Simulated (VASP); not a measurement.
# TiCo (Pm-3m) in VASP: a series of runs, part 2 of 2

VASP 6.6.1.

## 3. Single point, PBE, collinear spin, ferromagnetic start

This run uses another cell than the first one, of 14.64 Å³/atom.

INCAR reads:

```
PREC = Accurate
ENCUT = 520
EDIFF = 1E-6
ISMEAR = -1
SIGMA = 0.1
LREAL = False
LASPH = True
NELM = 150
ALGO = Normal
ISIF = 2
LWAVE = False
LCHARG = False
ISPIN = 2
MAGMOM = 0 2.5
LORBIT = 11
LMAXMIX = 4
GGA = PE
NBANDS = 22
```

KPOINTS reads:

```
regular mesh
0
Gamma
  10 10 10
```

POSCAR reads:

```
TiCo
1.0
    3.0825030078      0.0000000000      0.0000000000
    0.0000000000      3.0825030078      0.0000000000
    0.0000000000      0.0000000000      3.0825030078
Ti Co
1 1
Direct
    0.0000000000      0.0000000000      0.0000000000
    0.5000000000      0.5000000000      0.5000000000
```

Potentials or basis: VASP PAW PBE potentials, release 64 (Ti_sv, Co).

Launch:

```bash
cat potpaw_PBE.64/Ti_sv/POTCAR potpaw_PBE.64/Co/POTCAR > POTCAR
mpirun -np 1 vasp_std > vasp.out
```

OUTCAR:

```text
PREC = Accurate
   ENCUT = 520
   EDIFF = 1E-6
   ISMEAR = -1
   LREAL = False
   LASPH = True
   NELM = 150
   ISIF = 2
   ISPIN = 2
   LORBIT = 11
   GGA = PE

 ion  position               nearest neighbor table
   1  0.000  0.000  0.000-   2 2.67   2 2.67   2 2.67   2 2.67   2 2.67   2 2.67   2 2.67   2 2.67

   2  0.500  0.500  0.500-   1 2.67   1 2.67   1 2.67   1 2.67   1 2.67   1 2.67   1 2.67   1 2.67

  LATTYP: Found a simple cubic cell.
 ALAT       =     3.0825030078

  Lattice vectors:

 A1 = (   3.0825030078,   0.0000000000,   0.0000000000)
 A2 = (   0.0000000000,   3.0825030078,   0.0000000000)
 A3 = (   0.0000000000,   0.0000000000,   3.0825030078)

Analysis of symmetry for initial positions (statically):
=====================================================================
 Subroutine PRICEL returns:
 Original cell was already a primitive cell.

 Routine SETGRP: Setting up the symmetry group for a
 simple cubic supercell.

 Subroutine GETGRP returns: Found 48 space group operations
 (whereof 48 operations were pure point group operations)
 out of a pool of 48 trial point group operations.

The static configuration has the point symmetry O_h .

Analysis of symmetry for dynamics (positions and initial velocities):
=====================================================================
 Subroutine PRICEL returns:
 Original cell was already a primitive cell.

 Routine SETGRP: Setting up the symmetry group for a
 simple cubic supercell.

 Subroutine GETGRP returns: Found 48 space group operations
 (whereof 48 operations were pure point group operations)
 out of a pool of 48 trial point group operations.

The dynamic configuration has the point symmetry O_h .

Analysis of structural, dynamic, and magnetic symmetry:
=====================================================================
 Subroutine PRICEL returns:
 Original cell was already a primitive cell.

 Routine SETGRP: Setting up the symmetry group for a
 simple cubic supercell.

 Subroutine GETGRP returns: Found 48 space group operations
 (whereof 48 operations were pure point group operations)
 out of a pool of 48 trial point group operations.

The overall configuration has the point symmetry O_h .

 Subroutine INISYM returns: Found 48 space group operations
 (whereof 48 operations are pure point group operations),
 and found     1 'primitive' translations

----------------------------------------------------------------------------------------

                                     Primitive cell

  volume of cell :      29.2894

  direct lattice vectors                    reciprocal lattice vectors
     3.082503008  0.000000000  0.000000000     0.324411687  0.000000000  0.000000000
     0.000000000  3.082503008  0.000000000     0.000000000  0.324411687  0.000000000
     0.000000000  0.000000000  3.082503008     0.000000000  0.000000000  0.324411687

  length of vectors
     3.082503008  3.082503008  3.082503008     0.324411687  0.324411687  0.324411687

  position of ions in fractional coordinates (direct lattice)
     0.000000000  0.000000000  0.000000000
     0.500000000  0.500000000  0.500000000

  ion indices of the primitive-cell ions
   primitive index   ion index
                 1           1
                 2           2
[... 58 lines left out ...]
   dimension x,y,z NGXF=    48 NGYF=   48 NGZF=   48
   ions per type =               1   1
   NGX,Y,Z   is equivalent  to a cutoff of  12.94, 12.94, 12.94 a.u.
   NGXF,Y,Z  is equivalent  to a cutoff of  25.89, 25.89, 25.89 a.u.
 SYSTEM =  unknown system
   PREC   = accura    normal or accurate (medium, high low for compatibility)
   ISTART =      0    job   : 0-new  1-cont  2-samecut
   ICHARG =      2    charge: 1-file 2-atom 10-const
   ISPIN  =      2    spin polarized calculation?
   LNONCOLLINEAR =      F non collinear calculations
   LSORBIT =      F    spin-orbit coupling
   LASPH  =      T    aspherical Exc in radial PAW
   ENCUT  =  520.0 eV  38.22 Ry    6.18 a.u.   5.73  5.73  5.73*2*pi/ulx,y,z
   NELM   =    150;   NELMIN=  2; NELMDL= -5     # of ELM steps
   EDIFF  = 0.1E-05   stopping-criterion for ELM
   LREAL  =      F    real-space projection
   EDIFFG = 0.1E-04   stopping-criterion for IOM
   NSW    =      0    number of steps for IOM
   IBRION =     -1    ionic relax: 0-MD 1-quasi-New 2-CG
   NFREE  =      0    steps in history (QN), initial steepest desc. (CG)
   ISIF   =      2    stress and relaxation
   ISYM   =      2    0-nonsym 1-usesym 2-fastsym
   POTIM  = 0.5000    time-step for ionic-motion
   TEBEG  =    0.0;   TEEND  =   0.0 temperature during run
   PSTRESS=    0.0 pullay stress
   NELECT =      21.0000    total number of electrons
   NUPDOWN=      -1.0000    fix difference up-down
   EMIN   =  10.00;   EMAX   =-10.00  energy-range for DOS
   EFERMI =   0.00;   METHOD = LEGACY
   ISMEAR =    -1;   SIGMA  =   0.10  broadening in eV -4-tet -1-fermi 0-gaus
   EFERMI_NEDOS =   21; number of points for ismear=-14 and -15
   IALGO  =     38    algorithm
   IMIX   =      4    mixing-type and parameters
     AMIX     =   0.40;   BMIX     =  1.00
     AMIX_MAG =   1.60;   BMIX_MAG =  1.00
  volume/ion in A,a.u.               =      14.64        98.83
  Fermi-wavevector in a.u.,A,eV,Ry     =   1.465248  2.768917 29.211044  2.146951
  Thomas-Fermi vector in A             =   2.581127
   LORBIT       =     11    0 simple, 1 ext, 2 COOP (PROOUT), +10 PAW based schemes
   GGA     = PE    functional components
   LHFCALC =     F    Hartree Fock is set to
   AEXX    =    0.0000 exact exchange contribution
   IVDW    =     0    specifies the selected vdW correction
   LEPSILON=     F    determine dielectric tensor
   LRPA    =     F    only Hartree local field effects (RPA)
 spin polarized calculation
  energy-cutoff  :      520.00
  volume of cell :       29.29
 maximum number of plane-waves:       840
 NGX is ok and might be reduce to    24
   NGX = 11   NGY = 11   NGZ = 11

 number of electron      21.0000015 magnetization       0.8735816

 Free energy of the ion-electron system (eV)
  ---------------------------------------------------
  ext. energy  EPLUGINS =         0.00000000
  ---------------------------------------------------
  free energy    TOTEN  =       -15.58226153 eV

  energy without entropy =      -15.52294218  energy(sigma->0) =      -15.55260185

 E-fermi :   8.7126     XC(G=0): -12.0746

 val. band max:        8.7101408230   @ k =   0.5000   0.4000   0.0000
 cond. band min:       8.7356091028   @ k =   0.3000   0.1000   0.0000
 fundamental gap:      0.0254682798
 Fermi energy:         8.7125571850

 spin component 1

 k-point     1 :       0.0000    0.0000    0.0000
  band No.  band energies     occupation
      1     -48.5227      1.00000
      2     -24.6374      1.00000
      3     -24.6374      1.00000
      4     -24.6374      1.00000
      5       1.4784      1.00000
      6       4.9728      1.00000
[... 589 lines left out ...]
     21      25.5543      0.00000
     22      25.6329      0.00000

 [... further k-points ...]

 spin component 2

 k-point     1 :       0.0000    0.0000    0.0000
  band No.  band energies     occupation
      1     -48.6090      1.00000
      2     -24.7254      1.00000
      3     -24.7254      1.00000
      4     -24.7254      1.00000
      5       1.4246      1.00000
      6       5.7281      1.00000
[... 589 lines left out ...]
     21      25.4647      0.00000
     22      25.6611      0.00000

 [... further k-points ...]
[... 5 lines left out ...]
  --------------------------------------------------------------------------------------
  -------------------------------------------------------------------------------------
  Total       -2.4202140     -2.4202140     -2.4202140     -0.0000000     -0.0000000     -0.0000000
  in kB     -132.3895851   -132.3895851   -132.3895851     -0.0000000     -0.0000000     -0.0000000
  external PRESSURE =    -132.3895851 kB  Pullay stress =       0.0000000 kB

 VOLUME and BASIS-vectors are now :
 -----------------------------------------------------------------------------
  energy-cutoff  :      520.00
  volume of cell :       29.29
      direct lattice vectors                 reciprocal lattice vectors
     3.082503008  0.000000000  0.000000000     0.324411687  0.000000000  0.000000000
     0.000000000  3.082503008  0.000000000     0.000000000  0.324411687  0.000000000
     0.000000000  0.000000000  3.082503008     0.000000000  0.000000000  0.324411687

 POSITION                                       TOTAL-FORCE (eV/Angst)
 -----------------------------------------------------------------------------------
      0.00000      0.00000      0.00000         0.000000      0.000000      0.000000
      1.54125      1.54125      1.54125         0.000000      0.000000      0.000000
 -----------------------------------------------------------------------------------
    total drift:                                0.000000      0.000000     -0.000000

  FREE ENERGIE OF THE ION-ELECTRON SYSTEM (eV)
  ---------------------------------------------------
  free  energy   TOTEN  =       -15.5822615272 eV

  energy  without entropy=      -15.5229421828  energy(sigma->0) =      -15.55260185

 total charge

# of ion       s       p       d       tot
------------------------------------------
    1        2.227   6.149   1.788  10.164
    2        0.490   0.404   7.247   8.141
--------------------------------------------------
tot          2.717   6.552   9.036  18.304

 magnetization (x)

# of ion       s       p       d       tot
------------------------------------------
    1       -0.004  -0.016  -0.092  -0.112
    2        0.028  -0.010   1.058   1.076
--------------------------------------------------
tot          0.024  -0.026   0.967   0.964
```

stdout:

```text
POSCAR found type information on POSCAR TiCo
 POSCAR found :  2 types and       2 ions
 scaLAPACK will be used
 LDA part: xc-table for (Slater+PW92), standard interpolation
 POSCAR, INCAR and KPOINTS ok, starting setup
 FFT: planning ... GRIDC
 FFT: planning ... GRID_SOFT
 FFT: planning ... GRID
 WAVECAR not read
 entering main loop
```

It took 38 s on 1 thread of AMD EPYC 9R45 (Zen 5), shared host; peak memory 0.16 GiB.

What came out:

```yaml
Free_energy: -15.5823 eV
Pressure: -13.2 GPa
Net_moment: 0.87 μB per cell
Site_moments: Ti -0.11; Co +1.08 μB
Valence_electrons_inside_the_program's_atomic_spheres: Ti 10.16; Co 8.14
```

Levels at points of the mesh, in eV from the Fermi level:
Spin up:
| k point | band 7 | band 8 | band 9 | band 10 | band 11 | band 12 | band 13 | band 14 | band 15 | band 16 |
| --- | --- | --- | --- | --- | --- | --- | --- | --- | --- | --- |
| (0.00, 0.00, 0.00) | -3.74 | -1.74 | -1.74 | -1.74 | 0.44 | 0.44 | 2.41 | 2.41 | 2.41 | 8.31 |
| (0.50, 0.00, 0.00) | -2.86 | -1.86 | -1.86 | -1.45 | -0.76 | -0.47 | 0.69 | 0.69 | 2.06 | 3.49 |
| (0.50, 0.50, 0.00) | -2.46 | -2.46 | -1.54 | -0.83 | 0.57 | 0.57 | 1.01 | 2.18 | 2.18 | 2.83 |
| (0.50, 0.50, 0.50) | -2.59 | -1.76 | -1.76 | -1.76 | -1.51 | -1.51 | 2.90 | 2.90 | 6.19 | 7.62 |
Spin down:
```csv
k point,band 8,band 9,band 10,band 11,band 12,band 13
"(0.00, 0.00, 0.00)",-1.10,-1.10,-1.10,1.00,1.00,2.44
"(0.50, 0.00, 0.00)",-1.17,-1.17,-0.71,-0.66,0.62,0.62
"(0.50, 0.50, 0.00)",-1.96,0.16,0.37,0.49,0.49,1.14
"(0.50, 0.50, 0.50)",-1.82,-1.82,-1.82,0.19,0.19,2.75
```

Caveat: the cell stands under tension.
